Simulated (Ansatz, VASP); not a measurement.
NaH: VASP beside Ansatz

File INCAR:

```
PREC = Accurate
ENCUT = 520
EDIFF = 1E-6
ISMEAR = -1
SIGMA = 0.03
LREAL = False
LASPH = True
NELM = 80
ALGO = Normal
ISIF = 2
LWAVE = False
LCHARG = False
GGA = PS
NBANDS = 11
```

File KPOINTS:

```
Automatic mesh
0
Gamma
  9 9 9
```

POSCAR

```
NaH
1.0
    0.0000000000      2.4400000000      2.4156000000
    2.4400000000      0.0000000000      2.4156000000
    2.4400000000      2.4400000000      0.0000000000
Na H
1 1
Direct
    0.0000000000      0.0000000000      0.0000000000
    0.5000000000      0.5000000000      0.5000000000
```

Input for Ansatz:

```yaml
crystal:
  lattice:
    - [0.0, 2.44, 2.4156]
    - [2.44, 0.0, 2.4156]
    - [2.44, 2.44, 0.0]
  atoms:
    - { symbol: Na, position: [0.0, 0.0, 0.0] }
    - { symbol: H, position: [0.5, 0.5, 0.5] }
kpoints:
  mp_grid: { grid: [9, 9, 9] }
  band_path:
    path:
      - [0.0, 0.0, 0.0]
      - [0.0, 0.5, 0.5]
      - [0.25, 0.75, 0.5]
      - [0.0, 0.5, 0.0]
      - [0.0, 0.0, 0.0]
      - [0.5, 0.5, 0.0]
      - [0.3775380063, 0.6224619937, 0.0]
      - [-0.3775380063, 0.3775380063, 0.0]
      - [0.0, 0.0, 0.0]
    npoints: 5
scf:
  occupations: { method: fermi_dirac, width: 0.03 }
hamiltonian:
  xc: pbesol
  pseudopotentials: { kind: all_electron, lapw: { basis_error: 0.001 } }
output:
  forces: true
  stress: true
  eigenvalues: true
```

Change from the starting cell: zz strain of -1 %.

Alike in both runs: task single point; functional PBEsol; k mesh 9 × 9 × 9; occupations fermi-dirac, width 0.03 eV; no spin polarisation.

|  | VASP | Ansatz |
| --- | --- | --- |
| version | VASP 6.6.1 | Ansatz 0.2.0 |
| potentials or method | VASP PAW PBE potentials, release 64 (Na_pv, H), cutoff 520 eV | all-electron LAPW, scalar-relativistic |

|  | VASP | Ansatz | Ansatz less VASP |
| --- | --- | --- | --- |
| gap on the k mesh at the Fermi level (eV) | 3.82 | 3.82 | +0.002 |
| pressure (GPa) | -1.0 | -1.0 | +0.02 |
| traceless stress, the component that is largest in VASP (GPa) | 0.20 | 0.19 | -0.004 |

VASP's potentials were made for PBE, not for PBEsol. Ansatz ran all-electron here, and VASP with PAW potentials.
